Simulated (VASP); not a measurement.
# SnSe in VASP: notebook

Runs on SnSe. Level: PBEsol. Tasks: single point.

Program: VASP 6.6.1. These are calculated values, not measurements. Logs are shortened: lines on timing, memory, paths and dates and some standing lists are left out, and cuts for length are marked.

### Step 1. The cell of the first run

The cell holds a slab with vacuum, 4 atoms: a = 4.285 Å, b = 4.285 Å, c = 10.991 Å, α = 90.00°, β = 90.00°, γ = 90.00°.

### Step 2. Single point, PBEsol

INCAR reads:

```
ALGO = Normal ; EDIFF = 1E-6
ENCUT = 500 ; GGA = PS
GGA_COMPAT = F ; ISIF = 2
ISMEAR = 0 ; LASPH = T
LCHARG = F ; LREAL = F
LWAVE = F ; NBANDS = 28
NELM = 120 ; PREC = Accurate
SIGMA = 0.01
```

KPOINTS reads:

```
k-points
0
Gamma
  2 2 1
```

POSCAR reads:

```
SnSe
1.0
    4.2853270000      0.0000000000      0.0000000000
    0.0000000000      4.2853270000      0.0000000000
    0.0000000000      0.0000000000     10.9906920000
Sn Se
2 2
Direct
    0.5000000000      0.0000000000      0.3722290000
    1.0000000000      0.5000000000      0.6277710000
    0.5000000000      0.0000000000      0.6160390000
    1.0000000000      0.5000000000      0.3839610000
```

Potentials or basis: VASP PAW PBE potentials, release 64 (Sn_d, Se).

The run is started by

```
$ cat potpaw_PBE.64/Sn_d/POTCAR potpaw_PBE.64/Se/POTCAR > POTCAR
$ mpirun -np 1 vasp_std > vasp.out
```

OUTCAR:

```text
EDIFF = 1E-6
   ENCUT = 500
   GGA = PS
   ISIF = 2
   ISMEAR = 0
   LASPH = T
   LREAL = F
   NELM = 120
   PREC = Accurate

 ion  position               nearest neighbor table
   1  0.500  0.000  0.372-   3 2.68   4 3.03   4 3.03   4 3.03   4 3.03
   2  0.000  0.500  0.628-   4 2.68   3 3.03   3 3.03   3 3.03   3 3.03
   3  0.500  0.000  0.616-   1 2.68   2 3.03   2 3.03   2 3.03   2 3.03
   4  0.000  0.500  0.384-   2 2.68   1 3.03   1 3.03   1 3.03   1 3.03

  LATTYP: Found a simple tetragonal cell.
 ALAT       =     4.2853270000
 C/A-ratio  =     2.5647265658

  Lattice vectors:

 A1 = (   4.2853270000,   0.0000000000,   0.0000000000)
 A2 = (   0.0000000000,   4.2853270000,   0.0000000000)
 A3 = (   0.0000000000,   0.0000000000,  10.9906920000)

Analysis of symmetry for initial positions (statically):
=====================================================================
 Subroutine PRICEL returns:
 Original cell was already a primitive cell.

 Routine SETGRP: Setting up the symmetry group for a
 simple tetragonal supercell.

 Subroutine GETGRP returns: Found 16 space group operations
 (whereof  8 operations were pure point group operations)
 out of a pool of 16 trial point group operations.

The static configuration has the point symmetry D_2d.
 The point group associated with its full space group is D_4h.

Analysis of symmetry for dynamics (positions and initial velocities):
=====================================================================
 Subroutine PRICEL returns:
 Original cell was already a primitive cell.

 Routine SETGRP: Setting up the symmetry group for a
 simple tetragonal supercell.

 Subroutine GETGRP returns: Found 16 space group operations
 (whereof  8 operations were pure point group operations)
 out of a pool of 16 trial point group operations.

The dynamic configuration has the point symmetry D_2d.
 The point group associated with its full space group is D_4h.

 Subroutine INISYM returns: Found 16 space group operations
 (whereof  8 operations are pure point group operations),
 and found     1 'primitive' translations

----------------------------------------------------------------------------------------

                                     Primitive cell

  volume of cell :     201.8334

[... 67 lines left out ...]
   LASPH  =      T    aspherical Exc in radial PAW
   ENCUT  =  500.0 eV  36.75 Ry    6.06 a.u.   7.81  7.81 20.04*2*pi/ulx,y,z
   NELM   =    120;   NELMIN=  2; NELMDL= -5     # of ELM steps
   EDIFF  = 0.1E-05   stopping-criterion for ELM
   LREAL  =      F    real-space projection
   EDIFFG = 0.1E-04   stopping-criterion for IOM
   NSW    =      0    number of steps for IOM
   IBRION =     -1    ionic relax: 0-MD 1-quasi-New 2-CG
   NFREE  =      0    steps in history (QN), initial steepest desc. (CG)
   ISIF   =      2    stress and relaxation
   ISYM   =      2    0-nonsym 1-usesym 2-fastsym
   POTIM  = 0.5000    time-step for ionic-motion
   TEBEG  =    0.0;   TEEND  =   0.0 temperature during run
   PSTRESS=    0.0 pullay stress
   NELECT =      40.0000    total number of electrons
   NUPDOWN=      -1.0000    fix difference up-down
   EMIN   =  10.00;   EMAX   =-10.00  energy-range for DOS
   EFERMI =   0.00;   METHOD = LEGACY
   ISMEAR =     0;   SIGMA  =   0.01  broadening in eV -4-tet -1-fermi 0-gaus
   EFERMI_NEDOS =   21; number of points for ismear=-14 and -15
   IALGO  =     38    algorithm
   IMIX   =      4    mixing-type and parameters
     AMIX     =   0.40;   BMIX     =  1.00
     AMIX_MAG =   1.60;   BMIX_MAG =  1.00
  volume/ion in A,a.u.               =      50.46       340.51
  Fermi-wavevector in a.u.,A,eV,Ry     =   0.954473  1.803693 12.395173  0.911020
  Thomas-Fermi vector in A             =   2.083223
   LORBIT       =      0    0 simple, 1 ext, 2 COOP (PROOUT), +10 PAW based schemes
   GGA     = PS    functional components
   LHFCALC =     F    Hartree Fock is set to
   AEXX    =    0.0000 exact exchange contribution
   IVDW    =     0    specifies the selected vdW correction
   LEPSILON=     F    determine dielectric tensor
   LRPA    =     F    only Hartree local field effects (RPA)
 non-spin polarized calculation
 Gauss-broadening in eV      SIGMA  =   0.01
  energy-cutoff  :      500.00
  volume of cell :      201.83
 maximum number of plane-waves:      5124
 NGX is ok and might be reduce to    32
   NGX = 15   NGY = 15   NGZ = 41

 number of electron      40.0000034 magnetization

 Free energy of the ion-electron system (eV)
  ---------------------------------------------------
  ext. energy  EPLUGINS =         0.00000000
  ---------------------------------------------------
  free energy    TOTEN  =       -16.82489758 eV

  energy without entropy =      -16.82489758  energy(sigma->0) =      -16.82489758

 E-fermi :   0.4204     XC(G=0):  -6.1053

 val. band max:        0.3312730730   @ k =   0.5000   0.0000   0.0000
 cond. band min:       2.0443633833   @ k =   0.5000   0.0000   0.0000
 fundamental gap:      1.7130903104
 Fermi energy:         0.4204176800

 k-point     1 :       0.0000    0.0000    0.0000
  band No.  band energies     occupation
      1     -20.5525      2.00000
      2     -20.5471      2.00000
      3     -20.5442      2.00000
      4     -20.5373      2.00000
      5     -20.5077      2.00000
      6     -20.4819      2.00000
[... 82 lines left out ...]
     27       7.0016      0.00000
     28       7.0016      0.00000

------------------------ aborting loop because EDIFF is reached ----------------------------------------

  FORCE on cell =-STRESS in cart. coord.  units (eV):
  Direction    XX          YY          ZZ          XY          YZ          ZX
  --------------------------------------------------------------------------------------
  -------------------------------------------------------------------------------------
  Total        1.1469448      1.1469448     -4.7349026      0.0000000      0.0000000      0.0000000
  in kB        9.1045847      9.1045847    -37.5862204      0.0000000      0.0000000      0.0000000
  external PRESSURE =      -6.4590170 kB  Pullay stress =       0.0000000 kB

 VOLUME and BASIS-vectors are now :
 -----------------------------------------------------------------------------
  energy-cutoff  :      500.00
  volume of cell :      201.83
      direct lattice vectors                 reciprocal lattice vectors
     4.285327000  0.000000000  0.000000000     0.233354421  0.000000000  0.000000000
     0.000000000  4.285327000  0.000000000     0.000000000  0.233354421  0.000000000
     0.000000000  0.000000000 10.990692000     0.000000000  0.000000000  0.090986082

 POSITION                                       TOTAL-FORCE (eV/Angst)
 -----------------------------------------------------------------------------------
      2.14266      0.00000      4.09105        -0.000000      0.000000      0.663021
      0.00000      2.14266      6.89964         0.000000      0.000000     -0.663021
      2.14266      0.00000      6.77069        -0.000000     -0.000000     -1.094091
      0.00000      2.14266      4.22000        -0.000000      0.000000      1.094091
 -----------------------------------------------------------------------------------
    total drift:                                0.000000      0.000000     -0.000000

  FREE ENERGIE OF THE ION-ELECTRON SYSTEM (eV)
  ---------------------------------------------------
  free  energy   TOTEN  =       -16.8248975791 eV

  energy  without entropy=      -16.8248975791  energy(sigma->0) =      -16.82489758
```

It took 18 s on 1 thread of AMD EPYC 7R13 (Zen 3), shared host; peak memory 0.22 GiB.

Results:

- Free energy: -16.8249 eV
- Largest force: 1.094 eV/Å
- Band gap on the k mesh: 1.71 eV

Forces in eV/Å, atoms in the order of the input:
```
Sn   0.000  0.000  0.663
Sn   0.000  0.000 -0.663
Se   0.000  0.000 -1.094
Se   0.000  0.000  1.094
```

Caveat: the k points lie up to 0.73 Å⁻¹ apart; the PAW data sets were made with another functional, which shifts forces and pressure a little; spin-orbit coupling is left out, which moves the levels of the heavy elements.

### Step 3. Single point, PBEsol

INCAR reads:

```
PREC = Accurate
ENCUT = 500
EDIFF = 1E-6
ISMEAR = 0
SIGMA = 0.01
LREAL = False
LASPH = True
NELM = 120
ALGO = Normal
ISIF = 2
LWAVE = False
LCHARG = False
GGA = PS
NBANDS = 28
GGA_COMPAT = False
```

KPOINTS reads:

```
Automatic mesh
0
Gamma
  4 4 1
```

POSCAR is that of step 2.

Potentials or basis: VASP PAW PBE potentials, release 64 (Sn_d, Se).

The run is started by

```
$ cat potpaw_PBE.64/Sn_d/POTCAR potpaw_PBE.64/Se/POTCAR > POTCAR
$ mpirun -np 1 vasp_std > vasp.out
```

Run time: 31 s. Hardware: 1 thread of AMD EPYC 7R13 (Zen 3), shared host; peak memory 0.23 GiB.

Results (log left out):

| Quantity | Value |
| --- | --- |
| Free energy | -17.6157 eV |
| Largest force | 0.139 eV/Å |
| Band gap on the k mesh | 1.64 eV (least direct gap 1.70 eV) |

Forces on the atoms (eV/Å):
```
Sn   0.000  0.000  0.139
Sn   0.000  0.000 -0.139
Se   0.000  0.000  0.016
Se   0.000  0.000 -0.016
```

Levels at points of the mesh, in eV from the valence-band top:
| k point | band 17 | band 18 | band 19 | band 20 | band 21 | band 22 | band 23 | band 24 |
| --- | --- | --- | --- | --- | --- | --- | --- | --- |
| (0.00, 0.00, 0.00) | -2.89 | -1.55 | -1.55 | -0.14 | 1.79 | 3.85 | 3.88 | 4.54 |
| (0.50, 0.00, 0.00) | -1.38 | -1.38 | -0.11 | -0.11 | 1.64 | 1.64 | 2.20 | 2.20 |
| (0.50, 0.50, 0.00) | -3.07 | -3.07 | -1.54 | -1.54 | 3.83 | 3.83 | 4.82 | 4.82 |

Caveat: the PAW data sets were made with another functional, which shifts forces and pressure a little; spin-orbit coupling is left out, which moves the levels of the heavy elements.
